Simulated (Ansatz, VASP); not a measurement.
**W: VASP beside Ansatz**

```
W
1.0
     0.00000    2.31822    1.45862
     2.31822    0.00000    1.45862
     2.31822    2.31822    0.00000
W
1
Direct
  0.00000 0.00000 0.00000
```

Alike in both runs: task single point; functional LDA; k mesh 22 × 22 × 22; occupations gaussian, width 0.15 eV; no spin polarisation.

|  | VASP | Ansatz |
| --- | --- | --- |
| version | VASP 6.6.1 | Ansatz 0.2.0 |
| potentials or method | VASP PAW LDA potentials, release 64 (W_sv), cutoff 520 eV | scalar-relativistic, plane waves, PAW |
| valence electrons in the cell | 14 | 14 |

|  | VASP | Ansatz | Ansatz less VASP |
| --- | --- | --- | --- |
| gap on the k mesh at the Fermi level (eV) | none | none | - |
| pressure (GPa) | -1.4 | -3.2 | -1.73 |
| traceless stress, the component that is largest in VASP (GPa) | 25.02 | 24.89 | -0.133 |

Ansatz warns that its potentials were made for another functional, while VASP's fit it. LDA's correlation is that of Perdew and Zunger in VASP and of Perdew and Wang (1992) in Ansatz. A gap of «none» marks a metal or a gap that the smearing closes.

Spin-orbit coupling is off throughout.
